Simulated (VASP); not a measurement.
Input of a VASP 6.6.1 run:

The input INCAR:

```
SYSTEM = ScIn3As
PREC     = Accurate       ! precision mode
ENCUT    = 600            ! plane-wave cutoff, eV
EDIFF    = 1E-7           ! SCF threshold, eV
ISMEAR   = 0              ! smearing method
SIGMA    = 0.2            ! smearing width, eV
LREAL    = .FALSE.        ! projectors in reciprocal space
LASPH    = .TRUE.         ! aspherical terms in the spheres
NELM     = 80             ! most SCF steps
ALGO     = Normal         ! electronic algorithm
ISIF     = 3              ! what is computed and relaxed
LWAVE    = .FALSE.        ! write WAVECAR
LCHARG   = .FALSE.        ! write CHGCAR
GGA      = PE             ! functional
IBRION   = 2              ! ionic algorithm
NSW      = 36             ! ionic steps
EDIFFG   = -0.08          ! ionic threshold
```

Contents of KPOINTS:

```
regular mesh
0
G
  3 3 3
  0 0 0
```

POSCAR

```
ScIn3As
1.0
    5.7933585600      0.0000000000      0.0000000000
   -2.8966792800      5.0171956900      0.0000000000
    0.0000000000      0.0000000000      5.0422181700
Sc In As
1 3 1
Direct
    0.0000000000      0.0000000000      0.0000000000
    0.4100973200      0.0000000000      0.0000000000
    0.0000000000      0.4100973200      0.0000000000
    0.5899026800      0.5899026800      0.0000000000
    0.0000000000      0.0000000000      0.5000000000
```

Potentials or basis: VASP PAW PBE potentials, release 64 (Sc_sv, In_d, As).

The run is started by

```bash
$ cat potpaw_PBE.64/Sc_sv/POTCAR potpaw_PBE.64/In_d/POTCAR potpaw_PBE.64/As/POTCAR > POTCAR
$ mpirun -np 1 vasp_std > vasp.out
```

Estimate the band gap on the k mesh.

zero (an odd number of electrons rules out a gap without spin polarisation).

What does it give for the space group after relaxing (to 0.1 Å)?

P6/mmm (No. 191).

Forces in eV/Å, atoms in the order of the input:
```
Sc   0.000  0.000  0.000
In   0.020  0.000  0.000
In  -0.010  0.017  0.000
In  -0.010 -0.017  0.000
As   0.000  0.000  0.000
```

Caveat: the k points lie up to 0.41 Å⁻¹ apart in the final cell, too coarse for converged energies and pressures of a metal; spin-orbit coupling is left out, which moves the levels of the heavy elements.
